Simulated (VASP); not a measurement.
Wanted: the native input for a VASP 6.6.1 run.

```yaml
Task: single point
Functional: PBEsol
Potentials_or_basis: VASP PAW PBE potentials, release 64 (W_sv)
Cutoff: 520 eV
k_mesh: 8 × 8 × 11
Occupations: fermi-dirac, width 0.1 eV
Spin: no spin polarisation
Dipole_correction: no
Further_INCAR_settings: ALGO = Normal; EDIFF = 1e-07; NBANDS = 28
```

The structure of W lies in POSCAR:

```
W
1.0
    4.6415938687      0.0000000000      0.0000000000
   -2.3207969344      4.0197382044      0.0000000000
    0.0000000000      0.0000000000      2.5833353254
W
3
Direct
    1.0000000000      1.0000000000      0.0000000000
    0.3333333333      0.6666666667      0.5000000000
    0.6666666667      0.3333333333      0.5000000000
```

One way to write it, as run:

INCAR

```
SYSTEM = W
ALGO = Normal
EDIFF = 1E-7
ENCUT = 520
GGA = PS
ISIF = 2
ISMEAR = -1
LASPH = .TRUE.
LCHARG = .FALSE.
LREAL = .FALSE.
LWAVE = .FALSE.
NBANDS = 28
NELM = 100
PREC = Accurate
SIGMA = 0.1
```

KPOINTS

```
k-points
0
G
  8 8 11
  0 0 0
```

Potentials or basis: VASP PAW PBE potentials, release 64 (W_sv).

Command:

```console
$ cat potpaw_PBE.64/W_sv/POTCAR > POTCAR
$ mpirun -np 1 vasp_std > vasp.out
```

Results of the run:

```json
{
  "Pressure": "0.7 GPa",
  "Band gap on the k mesh": "zero (band 21 reaches 11.26 eV, above the bottom of band 22 at 10.54 eV)"
}
```

Caveat: the PAW data sets were made with another functional, which shifts forces and pressure a little; spin-orbit coupling is left out, which moves the levels of the heavy elements.

Run time: 26 s on 1 thread of Intel(R) Xeon(R) 6975P-C (Granite Rapids) (shared host), peak memory 0.2 GiB.
